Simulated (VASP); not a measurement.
# NaCl (Fm-3m) in VASP: further runs, part 2 of 2

VASP 6.6.1. The steps go on from the part before.

### 3 Electric field gradients, PBE (volume scaled by 1.02)

Input file INCAR:

```
PREC = Accurate
ENCUT = 520
EDIFF = 1E-8
ISMEAR = -1
SIGMA = 0.03
LREAL = F
LASPH = T
NELM = 80
ALGO = Normal
ISIF = 2
LWAVE = F
LCHARG = F
GGA = PE
LEFG = T
NBANDS = 14
```

Input file KPOINTS:

```
Automatic mesh
0
Gamma
  7 7 7
```

Input file POSCAR:

```
NaCl
1.0
    0.0000000000      2.8505038578      2.8505038578
    2.8505038578      0.0000000000      2.8505038578
    2.8505038578      2.8505038578      0.0000000000
Na Cl
1 1
Direct
    0.0000000000      0.0000000000      0.0000000000
    0.5000000000      0.5000000000      0.5000000000
```

Potentials or basis: VASP PAW PBE potentials, release 64 (Na_pv, Cl).

Started as:

```sh
> cat potpaw_PBE.64/Na_pv/POTCAR potpaw_PBE.64/Cl/POTCAR > POTCAR
> mpirun -np 1 vasp_std > vasp.out
```

OUTCAR:

```text
PREC = Accurate
   ENCUT = 520
   EDIFF = 1E-8
   ISMEAR = -1
   LREAL = F
   LASPH = T
   NELM = 80
   ISIF = 2
   GGA = PE

 ion  position               nearest neighbor table
   1  0.000  0.000  0.000-
   2  0.500  0.500  0.500-

  LATTYP: Found a face centered cubic cell.
 ALAT       =     5.7010077156

  Lattice vectors:

 A1 = (   0.0000000000,   2.8505038578,   2.8505038578)
 A2 = (   2.8505038578,   0.0000000000,   2.8505038578)
 A3 = (   2.8505038578,   2.8505038578,   0.0000000000)

Analysis of symmetry for initial positions (statically):
[... 33 lines left out ...]
                                     Primitive cell

  volume of cell :      46.3228

  direct lattice vectors                    reciprocal lattice vectors
     0.000000000  2.850503858  2.850503858    -0.175407586  0.175407586  0.175407586
     2.850503858  0.000000000  2.850503858     0.175407586 -0.175407586  0.175407586
     2.850503858  2.850503858  0.000000000     0.175407586  0.175407586 -0.175407586

  length of vectors
     4.031221215  4.031221215  4.031221215     0.303814851  0.303814851  0.303814851

  position of ions in fractional coordinates (direct lattice)
[... 8 lines left out ...]
----------------------------------------------------------------------------------------

 KPOINTS: Automatic mesh

Automatic generation of k-mesh.
 Grid dimensions read from file:
 generate k-points for:    7    7    7

 Generating k-lattice:

  Cartesian coordinates                     Fractional coordinates (reciprocal lattice)
    -0.025058227  0.025058227  0.025058227     0.142857143  0.000000000  0.000000000
[... 435 lines left out ...]
      2     -21.8093      2.00000
      3     -21.8030      2.00000
      4     -13.1415      2.00000
      5      -2.1075      2.00000
      6      -2.0470      2.00000
      7      -1.4945      2.00000
      8       7.7438      0.00000
      9       8.2677      0.00000
     10       9.0217      0.00000
     11      10.6778      0.00000
     12      13.5193      0.00000
     13      14.3155      0.00000
     14      16.0308      0.00000

------------------------ aborting loop because EDIFF is reached ----------------------------------------

  FORCE on cell =-STRESS in cart. coord.  units (eV):
  Direction    XX          YY          ZZ          XY          YZ          ZX
  --------------------------------------------------------------------------------------
  -------------------------------------------------------------------------------------
  Total       -0.0272998     -0.0272998     -0.0272998      0.0000000     -0.0000000     -0.0000000
  in kB       -0.9442241     -0.9442241     -0.9442241      0.0000000     -0.0000000     -0.0000000
  external PRESSURE =      -0.9442241 kB  Pullay stress =       0.0000000 kB

 VOLUME and BASIS-vectors are now :
 -----------------------------------------------------------------------------
  energy-cutoff  :      520.00
  volume of cell :       46.32
      direct lattice vectors                 reciprocal lattice vectors
     0.000000000  2.850503858  2.850503858    -0.175407586  0.175407586  0.175407586
     2.850503858  0.000000000  2.850503858     0.175407586 -0.175407586  0.175407586
     2.850503858  2.850503858  0.000000000     0.175407586  0.175407586 -0.175407586

 POSITION                                       TOTAL-FORCE (eV/Angst)
 -----------------------------------------------------------------------------------
      0.00000      0.00000      0.00000         0.000000      0.000000      0.000000
      2.85050      2.85050      2.85050        -0.000000     -0.000000     -0.000000
 -----------------------------------------------------------------------------------
    total drift:                               -0.000000      0.000000      0.000000

  FREE ENERGIE OF THE ION-ELECTRON SYSTEM (eV)
  ---------------------------------------------------
  free  energy   TOTEN  =        -6.7778867927 eV

  energy  without entropy=       -6.7778867927  energy(sigma->0) =       -6.77788679

 Electric field gradients (V/A^2)
---------------------------------------------------------------------
 ion       V_xx      V_yy      V_zz      V_xy      V_xz      V_yz
---------------------------------------------------------------------
   1      -0.000    -0.000     0.000    -0.003    -0.003    -0.003
   2       0.000     0.000     0.000     0.000     0.000     0.000
---------------------------------------------------------------------

 Electric field gradients after diagonalization (V/A^2)
 (convention: |V_zz| > |V_xx| > |V_yy|)
----------------------------------------------------------------------
 ion       V_xx      V_yy      V_zz     asymmetry (V_yy - V_xx)/ V_zz
----------------------------------------------------------------------
   1       0.003     0.003    -0.006       0.000
   2      -0.000    -0.000     0.001       0.000
----------------------------------------------------------------------

           NMR quadrupolar parameters

 Cq : quadrupolar parameter    Cq=e*Q*V_zz/h
 eta: asymmetry parameters     (V_yy - V_xx)/ V_zz
 Q  : nuclear electric quadrupole moment in mb (millibarn)
----------------------------------------------------------------------
 ion       Cq(MHz)       eta       Q (mb)
----------------------------------------------------------------------
   1      -0.000       0.000       1.000
   2       0.000       0.000       1.000
----------------------------------------------------------------------
```

Wall time 8.3 s (1 thread of AMD EPYC 9R45 (Zen 5), shared host); peak memory 0.13 GiB.

Results:

```
Free energy            : -6.7779 eV
Pressure               : -0.1 GPa
Band gap on the k mesh : 4.99 eV, direct
```

Caveat: without QUAD_EFG the Cq values of the log hold for a quadrupole moment of 1 mb, not for the nuclei.

### 4 Electric field gradients, PBE (volume scaled by 1.04)

Input file INCAR:

```
SYSTEM = NaCl
ALGO = Normal
EDIFF = 1E-8
ENCUT = 520
GGA = PE
ISIF = 2
ISMEAR = -1
LASPH = .True.
LCHARG = .False.
LEFG = .True.
LREAL = .False.
LWAVE = .False.
NBANDS = 14
NELM = 60
PREC = Accurate
SIGMA = 0.03
```

Input file KPOINTS:

```
k-points
0
Gamma
  7 7 7
  0 0 0
```

Input file POSCAR:

```
NaCl
1.0
    0.0000000000      2.8690141418      2.8690141418
    2.8690141418      0.0000000000      2.8690141418
    2.8690141418      2.8690141418      0.0000000000
Na Cl
1 1
Direct
    0.0000000000      0.0000000000      0.0000000000
    0.5000000000      0.5000000000      0.5000000000
```

Potentials or basis: VASP PAW PBE potentials, release 64 (Na_pv, Cl).

Started as:

```sh
> cat potpaw_PBE.64/Na_pv/POTCAR potpaw_PBE.64/Cl/POTCAR > POTCAR
> mpirun -np 1 vasp_std > vasp.out
```

OUTCAR:

```text
SYSTEM = NaCl
   EDIFF = 1E-8
   ENCUT = 520
   GGA = PE
   ISIF = 2
   ISMEAR = -1
   LASPH = .True.
   LREAL = .False.
   NELM = 60
   PREC = Accurate

 ion  position               nearest neighbor table
   1  0.000  0.000  0.000-
   2  0.500  0.500  0.500-

  LATTYP: Found a face centered cubic cell.
 ALAT       =     5.7380282836

  Lattice vectors:

 A1 = (   0.0000000000,   2.8690141418,   2.8690141418)
 A2 = (   2.8690141418,   0.0000000000,   2.8690141418)
 A3 = (   2.8690141418,   2.8690141418,   0.0000000000)

[... 542 lines left out ...]
  FREE ENERGIE OF THE ION-ELECTRON SYSTEM (eV)
  ---------------------------------------------------
  free  energy   TOTEN  =        -6.7763776224 eV

  energy  without entropy=       -6.7763776224  energy(sigma->0) =       -6.77637762

 Electric field gradients (V/A^2)
---------------------------------------------------------------------
 ion       V_xx      V_yy      V_zz      V_xy      V_xz      V_yz
---------------------------------------------------------------------
   1      -0.000    -0.000     0.000    -0.004    -0.004    -0.004
   2      -0.000    -0.000     0.000     0.000     0.000     0.000
---------------------------------------------------------------------

 Electric field gradients after diagonalization (V/A^2)
 (convention: |V_zz| > |V_xx| > |V_yy|)
----------------------------------------------------------------------
 ion       V_xx      V_yy      V_zz     asymmetry (V_yy - V_xx)/ V_zz
----------------------------------------------------------------------
   1       0.004     0.004    -0.007       0.000
   2      -0.000    -0.000     0.001       0.000
----------------------------------------------------------------------

           NMR quadrupolar parameters

 Cq : quadrupolar parameter    Cq=e*Q*V_zz/h
 eta: asymmetry parameters     (V_yy - V_xx)/ V_zz
 Q  : nuclear electric quadrupole moment in mb (millibarn)
----------------------------------------------------------------------
 ion       Cq(MHz)       eta       Q (mb)
----------------------------------------------------------------------
   1      -0.000       0.000       1.000
   2       0.000       0.000       1.000
----------------------------------------------------------------------
```

Run time: 8.1 s. Hardware: 1 thread of AMD EPYC 9R45 (Zen 5), shared host; peak memory 0.13 GiB.

Results:

- Free energy: -6.7764 eV
- Pressure: -0.5 GPa
- Band gap on the k mesh: 4.91 eV, direct

Levels at points of the mesh, in eV from the valence-band top:
```
           k point  band 5  band 6  band 7  band 8  band 9  band 10
(0.00, 0.00, 0.00)    0.00    0.00    0.00    4.91   11.06    11.06
```

Caveat: without QUAD_EFG the Cq values of the log hold for a quadrupole moment of 1 mb, not for the nuclei.

### 5 Overview

| cell | gap on the mesh (eV) | pressure (GPa) |
| --- | --- | --- |
| a = 3.978 Å, angles 60.0°, 2 atoms | 5.14 | 0.9 |
| a = 4.031 Å, angles 60.0°, 2 atoms | 4.99 | -0.1 |
| a = 4.057 Å, angles 60.0°, 2 atoms | 4.91 | -0.5 |

Alike in all rows: task electric field gradients; level PBE; potentials or basis VASP PAW PBE potentials, release 64 (Na_pv, Cl); no spin polarisation; k mesh 7 × 7 × 7; cutoff (eV) 520; smearing fermi-dirac 0.03 eV.

Total energies depend on the potentials used, so only differences within one code and one set of settings carry meaning.
